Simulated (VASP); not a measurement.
Input of a VASP 6.6.1 run:

INCAR

```
PREC = Accurate
ENCUT = 520
EDIFF = 1E-7
ISMEAR = -1
SIGMA = 0.05
LREAL = F
LASPH = T
NELM = 60
ALGO = Normal
ISIF = 2
LWAVE = F
LCHARG = T
LELF = T
LVHAR = T
NBANDS = 11
```

Contents of KPOINTS:

```
Automatic mesh
0
Gamma
  10 10 10
```

File POSCAR:

```
Hf
1.0
    0.0000000000      2.2051002222      2.2051002222
    2.2051002222      0.0000000000      2.2051002222
    2.2051002222      2.2051002222      0.0000000000
Hf
1
Direct
    0.0000000000      0.0000000000      0.0000000000
```

Potentials or basis: VASP PAW LDA potentials, release 64 (Hf_pv).

Command:

```bash
$ cat potpaw_LDA.64/Hf_pv/POTCAR > POTCAR
$ mpirun -np 1 vasp_std > vasp.out
```

What does it give for the band gap on the k mesh?

Zero (band 5 reaches 6.26 eV, above the bottom of band 6 at 4.52 eV).

Predict the pressure.

-3.6 GPa.

Caveat: spin-orbit coupling is left out, which moves the levels of the heavy elements.
